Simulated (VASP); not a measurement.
Runs of VASP 6.6.1 on BaZrO3. The structure is that of space group P4/mmm (No. 123), or close to it. The cells are those of the table. 

```csv
cell,gap on the mesh (eV),pressure (GPa)
"a = 4.694, b = 4.694, c = 3.319 Å, 5 atoms",0.08,(a)
"a = 4.299, b = 4.299, c = 3.955 Å, 5 atoms",3.42,5.9
"a = 4.543, b = 4.543, c = 3.543 Å, 5 atoms",1.96,(b)
"a = 3.831, b = 3.831, c = 4.981 Å, 5 atoms",3.34,22.0
"a = 3.935, b = 3.935, c = 4.722 Å, 5 atoms",3.39,(d)
"a = 3.725, b = 3.725, c = 5.268 Å, 5 atoms",3.28,35.1
"a = 4.051, b = 4.051, c = 4.456 Å, 5 atoms",(c),6.4
"a = 4.414, b = 4.414, c = 3.752 Å, 5 atoms",2.99,11.6
```

Alike in all rows: task single point; level r2SCAN; potentials or basis VASP PAW PBE potentials, release 64 (Ba_sv, Zr_sv, O); no spin polarisation; k mesh 6 × 6 × 6; cutoff (eV) 520; smearing gaussian 0.05 eV.

Task: Estimate the missing entries.

Result: (a) 41.2; (b) 22.5; (c) 3.51; (d) 12.8.

Caveats: the PAW data sets were made with another functional, which shifts forces and pressure a little; spin-orbit coupling is left out, which moves the levels of the heavy elements; the stress differs along the axes, from -16 to 155 GPa (at least some runs); semilocal functionals underestimate gaps, and a narrow one can read as zero (at least some runs); the stress differs along the axes, from -2 to 22 GPa (at least some runs); the stress differs along the axes, from -11 to 90 GPa (at least some runs); the stress differs along the axes, from -16 to 41 GPa (at least some runs).

A k mesh can miss the band edges, and the runs leave out spin-orbit coupling on Ba, Zr.
